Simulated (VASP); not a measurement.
Sc: single point with PBEsol

Crystal: Sc.

```xyz
1
Lattice="0.0000 2.2410 2.2410 2.2410 0.0000 2.2410 2.2410 2.2410 0.0000" Properties=species:S:1:pos:R:3 pbc="T T T"
Sc    0.0000    0.0000    0.0000
```

```
Program             : VASP 6.6.1
Task                : single point
Functional          : PBEsol
Potentials or basis : VASP PAW PBE potentials, release 64 (Sc_sv)
Cutoff              : 520 eV
k mesh              : 9 × 9 × 9
Occupations         : fermi-dirac, width 0.05 eV
Spin                : no spin polarisation
```

```yaml
Pressure: 2.7 GPa
```

Levels at points of the mesh, in eV from the Fermi level:
```
           k point  band 1  band 2  band 3  band 4  band 5  band 6  band 7  band 8  band 9  band 10
(0.00, 0.00, 0.00)  -49.01  -27.45  -27.45  -27.45   -5.39    1.67    1.67    1.67    3.23     3.23
```

Run time: 14 s on 1 thread of AMD EPYC 7R43 64-Core Processor (Zen 3) (shared host), peak memory 0.1 GiB.

Caveat: the PAW data sets were made with another functional, which shifts forces and pressure a little.
